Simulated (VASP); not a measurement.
# HfH6 (Pm-3m) in VASP: further runs, part 2 of 2

VASP 6.6.1. The steps go on from the part before.

## (4) Single point, PBE

This run uses another cell than the first one, of 5.29 Å³/atom, 0.991 times its volume.

INCAR reads:

```
SYSTEM = HfH6
PREC = Accurate
ENCUT = 520
EDIFF = 1E-6
ISMEAR = 0
SIGMA = 0.1
LREAL = .False.
LASPH = .True.
NELM = 60
ALGO = Normal
ISIF = 2
LWAVE = .False.
LCHARG = .True.
GGA = PE
LELF = .True.
LVHAR = .True.
NBANDS = 17
```

KPOINTS reads:

```
regular mesh
0
Gamma
  6 6 6
  0 0 0
```

POSCAR reads:

```
HfH6
1.0
    3.3340848803      0.0000000000      0.0000000000
    0.0000000000      3.3340848803      0.0000000000
    0.0000000000      0.0000000000      3.3340848803
Hf H
1 6
Direct
    0.0000000000      0.0000000000      0.0000000000
    0.1632236078      0.5000000000      0.5000000000
    0.5000000000      0.1632236078      0.5000000000
    0.8367763922      0.5000000000      0.5000000000
    0.5000000000      0.8367763922      0.5000000000
    0.5000000000      0.5000000000      0.1632236078
    0.5000000000      0.5000000000      0.8367763922
```

Potentials or basis: VASP PAW PBE potentials, release 64 (Hf_pv, H).

Command:

```bash
$ cat potpaw_PBE.64/Hf_pv/POTCAR potpaw_PBE.64/H/POTCAR > POTCAR
$ mpirun -np 1 vasp_std > vasp.out
```

OUTCAR:

```text
SYSTEM = HfH6
   PREC = Accurate
   ENCUT = 520
   EDIFF = 1E-6
   ISMEAR = 0
   LREAL = .False.
   LASPH = .True.
   NELM = 60
   ISIF = 2
   GGA = PE

 ion  position               nearest neighbor table
   1  0.000  0.000  0.000-
   2  0.163  0.500  0.500-
   3  0.500  0.163  0.500-
   4  0.837  0.500  0.500-
   5  0.500  0.837  0.500-
   6  0.500  0.500  0.163-
   7  0.500  0.500  0.837-

  LATTYP: Found a simple cubic cell.
 ALAT       =     3.3340848803

  Lattice vectors:

 A1 = (   3.3340848803,   0.0000000000,   0.0000000000)
 A2 = (   0.0000000000,   3.3340848803,   0.0000000000)
 A3 = (   0.0000000000,   0.0000000000,   3.3340848803)

Analysis of symmetry for initial positions (statically):
=====================================================================
 Subroutine PRICEL returns:
 Original cell was already a primitive cell.

 Routine SETGRP: Setting up the symmetry group for a
 simple cubic supercell.

 Subroutine GETGRP returns: Found 48 space group operations
 (whereof 48 operations were pure point group operations)
 out of a pool of 48 trial point group operations.

The static configuration has the point symmetry O_h .

Analysis of symmetry for dynamics (positions and initial velocities):
=====================================================================
 Subroutine PRICEL returns:
 Original cell was already a primitive cell.

 Routine SETGRP: Setting up the symmetry group for a
 simple cubic supercell.

 Subroutine GETGRP returns: Found 48 space group operations
 (whereof 48 operations were pure point group operations)
 out of a pool of 48 trial point group operations.

The dynamic configuration has the point symmetry O_h .

 Subroutine INISYM returns: Found 48 space group operations
 (whereof 48 operations are pure point group operations),
 and found     1 'primitive' translations
[... 122 lines left out ...]
  Fermi-wavevector in a.u.,A,eV,Ry     =   1.237290  2.338139 20.828976  1.530887
  Thomas-Fermi vector in A             =   2.371863
   LORBIT       =      0    0 simple, 1 ext, 2 COOP (PROOUT), +10 PAW based schemes
   GGA     = PE    functional components
   LHFCALC =     F    Hartree Fock is set to
   AEXX    =    0.0000 exact exchange contribution
   IVDW    =     0    specifies the selected vdW correction
   LEPSILON=     F    determine dielectric tensor
   LRPA    =     F    only Hartree local field effects (RPA)
 non-spin polarized calculation
 Gauss-broadening in eV      SIGMA  =   0.10
  energy-cutoff  :      520.00
  volume of cell :       37.06
 maximum number of plane-waves:      1021
 NGX is ok and might be reduce to    28
   NGX = 13   NGY = 13   NGZ = 13

 number of electron      15.9999995 magnetization

 Free energy of the ion-electron system (eV)
  ---------------------------------------------------
  ext. energy  EPLUGINS =         0.00000000
  ---------------------------------------------------
  free energy    TOTEN  =       -25.76582082 eV

  energy without entropy =      -25.75317929  energy(sigma->0) =      -25.75950005

 E-fermi :   5.5391     XC(G=0): -11.4589

 val. band max:        5.5153552018   @ k =   0.5000   0.5000   0.3333
 cond. band min:       5.5496031709   @ k =   0.3333   0.1667   0.0000
 fundamental gap:      0.0342479691
 Fermi energy:         5.5391197771

 k-point     1 :       0.0000    0.0000    0.0000
  band No.  band energies     occupation
      1     -26.0336      2.00000
      2     -26.0336      2.00000
      3     -26.0336      2.00000
      4      -9.3934      2.00000
      5      -0.4529      2.00000
      6      -0.4529      2.00000
[... 377 lines left out ...]
      4      -3.5162      2.00000
      5      -3.5162      2.00000
      6      -3.5162      2.00000
[... 9 lines left out ...]
     16      12.8668      0.00000
     17      17.4296      0.00000

------------------------ aborting loop because EDIFF is reached ----------------------------------------

  FORCE on cell =-STRESS in cart. coord.  units (eV):
  Direction    XX          YY          ZZ          XY          YZ          ZX
  --------------------------------------------------------------------------------------
  -------------------------------------------------------------------------------------
  Total       -0.2366275     -0.2366275     -0.2366275      0.0000000      0.0000000     -0.0000000
  in kB      -10.2292994    -10.2292994    -10.2292994      0.0000000      0.0000000     -0.0000000
  external PRESSURE =     -10.2292994 kB  Pullay stress =       0.0000000 kB

 VOLUME and BASIS-vectors are now :
 -----------------------------------------------------------------------------
  energy-cutoff  :      520.00
  volume of cell :       37.06
      direct lattice vectors                 reciprocal lattice vectors
     3.334084880  0.000000000  0.000000000     0.299932376  0.000000000  0.000000000
     0.000000000  3.334084880  0.000000000     0.000000000  0.299932376  0.000000000
     0.000000000  0.000000000  3.334084880     0.000000000  0.000000000  0.299932376

 POSITION                                       TOTAL-FORCE (eV/Angst)
 -----------------------------------------------------------------------------------
      0.00000      0.00000      0.00000         0.000000      0.000000      0.000000
      0.54420      1.66704      1.66704        -0.001603      0.000000      0.000000
      1.66704      0.54420      1.66704         0.000000     -0.001603      0.000000
      2.78988      1.66704      1.66704         0.001603      0.000000      0.000000
      1.66704      2.78988      1.66704        -0.000000      0.001603      0.000000
      1.66704      1.66704      0.54420         0.000000      0.000000     -0.001603
      1.66704      1.66704      2.78988        -0.000000      0.000000      0.001603
 -----------------------------------------------------------------------------------
    total drift:                               -0.000000     -0.000000      0.000000

  FREE ENERGIE OF THE ION-ELECTRON SYSTEM (eV)
  ---------------------------------------------------
  free  energy   TOTEN  =       -25.7658208176 eV

  energy  without entropy=      -25.7531792913  energy(sigma->0) =      -25.75950005
```

Wall time 6.6 s (1 thread of Intel Xeon 6975P-C (Granite Rapids), shared host); peak memory 0.16 GiB.

Results:

```
Free energy            : -25.7658 eV
Pressure               : -1.0 GPa
Band gap on the k mesh : zero (band 8 reaches 7.86 eV, above the bottom of band 9 at 4.06 eV)
```

Caveat: spin-orbit coupling is left out, which moves the levels of the heavy elements.

## (5) Relaxation of cell and atoms, PBE

This run uses another cell than the first one, of 8.78 Å³/atom, 1.645 times its volume.

INCAR reads:

```
SYSTEM = HfH6
PREC = Accurate ; ENCUT = 600
EDIFF = 1E-7 ; ISMEAR = 0
SIGMA = 0.1 ; LREAL = .False.
LASPH = .True. ; NELM = 100
ALGO = Normal ; ISIF = 3
LWAVE = .False. ; LCHARG = .False.
GGA = PE ; IBRION = 2
NSW = 90 ; EDIFFG = -0.04
```

KPOINTS reads:

```
regular mesh
0
Gamma
  4 4 4
  0 0 0
```

POSCAR reads:

```
HfH6
1.0
    3.9468182700      0.0000000000      0.0000000000
    0.0000000000      3.9468182700      0.0000000000
    0.0000000000      0.0000000000      3.9468182700
Hf H
1 6
Direct
    0.0000000000      0.0000000000      0.0000000000
    0.1975000100      0.5000000000      0.5000000000
    0.5000000000      0.1975000100      0.5000000000
    0.8024999900      0.5000000000      0.5000000000
    0.5000000000      0.8024999900      0.5000000000
    0.5000000000      0.5000000000      0.1975000100
    0.5000000000      0.5000000000      0.8024999900
```

Command:

```bash
$ cat potpaw_PBE.64/Hf_pv/POTCAR potpaw_PBE.64/H/POTCAR > POTCAR
$ mpirun -np 1 vasp_std > vasp.out
```

Run time: 51 s. Hardware: 1 thread of Intel Xeon 6975P-C (Granite Rapids), shared host; peak memory 0.18 GiB.

The run converged. Its results:

```
Free energy                            : -25.5495 eV
Relaxed volume                         : 5.30 Å³/atom
Relaxed cell                           : a = 3.335 Å, b = 3.335 Å, c = 3.335 Å, α = 90.00°, β = 90.00°, γ = 90.00°
Space group after relaxing (to 0.05 Å) : Pm-3m (No. 221)
Energy gained by relaxing              : 437.2 meV/atom
Ionic steps                            : 12
Pressure after relaxing                : 0.0 GPa
Largest force after relaxing           : 0.011 eV/Å
Band gap on the k mesh                 : zero (band 8 reaches 7.86 eV, above the bottom of band 9 at 4.06 eV)
```

Forces in eV/Å, atoms in the order of the input:
```
Hf   0.000  0.000  0.000
H   -0.011  0.000  0.000
H    0.000 -0.011  0.000
H    0.011  0.000  0.000
H    0.000  0.011  0.000
H    0.000  0.000 -0.011
H    0.000  0.000  0.011
```

Step by step:
```
step  energy change (eV)  largest force (eV/Å)  pressure (GPa)  volume (Å³)
   1              0.0000                0.1690          -24.41        61.48
   2             -1.6666                0.2648          -22.20        50.33
   3             -2.7687                0.3518          -10.82        40.53
   4             -0.3123                0.4676           98.64        24.91
   5             -2.9009                0.3779           -3.03        37.74
   6             -2.9180                0.3842           -0.64        36.71
   7             -2.9187                0.3869            0.84        36.29
   8             -2.9705                0.3448            1.25        36.16
   9             -3.0425                0.0620            4.62        35.79
  10             -3.0450                0.0483            3.64        35.86
  11             -3.0453                0.0217            3.87        35.85
  12             -3.0607                0.0113            0.00        37.08
```

Final structure:
```xyz
7
Lattice="3.3345 0.0000 0.0000 0.0000 3.3345 0.0000 0.0000 0.0000 3.3345" Properties=species:S:1:pos:R:3 pbc="T T T"
Hf    0.0000    0.0000    3.3345
H     0.5444    1.6673    1.6673
H     1.6673    0.5444    1.6673
H     2.7902    1.6673    1.6673
H     1.6673    2.7902    1.6673
H     1.6673    1.6673    0.5444
H     1.6673    1.6673    2.7902
```

Levels at points of the mesh, in eV from the Fermi level:
```csv
k point,band 4,band 5,band 6,band 7,band 8,band 9,band 10,band 11,band 12
"(0.00, 0.00, 0.00)",-14.67,-5.70,-5.70,0.76,0.76,0.76,3.20,3.20,3.93
"(0.50, 0.00, 0.00)",-12.15,-9.93,-3.81,-1.36,-1.16,-1.16,3.55,4.15,4.16
"(0.50, 0.50, 0.00)",-11.20,-8.01,-8.01,-2.81,0.96,0.96,1.04,2.51,4.91
"(0.50, 0.50, 0.50)",-8.79,-8.79,-8.79,-6.90,2.64,2.64,2.64,5.13,5.13
```

Caveat: the k points lie up to 0.47 Å⁻¹ apart in the final cell; the volume moved by over 15 % at a fixed basis, so the end points are rough; spin-orbit coupling is left out, which moves the levels of the heavy elements.

## (6) Overview

```csv
task,cell,k mesh,cutoff (eV),gap on the mesh (eV),pressure (GPa),largest force (eV/Å)
single point,"a = 3.344 Å, 7 atoms",4 × 4 × 4,520,none,-1.2,0.01
single point,"a = 3.947 Å, 7 atoms",4 × 4 × 4,520,none,-24.5,0.17
single point,"a = 3.334 Å, 7 atoms",6 × 6 × 6,520,none,-1.0,-
relaxation of cell and atoms,"relaxed from a = 3.947 Å, 7 atoms",4 × 4 × 4,600,none,0.0,0.01
```

Alike in all rows: level PBE; potentials or basis VASP PAW PBE potentials, release 64 (Hf_pv, H); no spin polarisation; smearing gaussian 0.1 eV.

Caveats: some runs use coarse meshes; spin-orbit coupling is left out, which moves the levels of the heavy elements; the volume moved by over 15 % at a fixed basis, so the end points are rough (some runs).

Absolute energies hang on the potentials; compare differences alone.
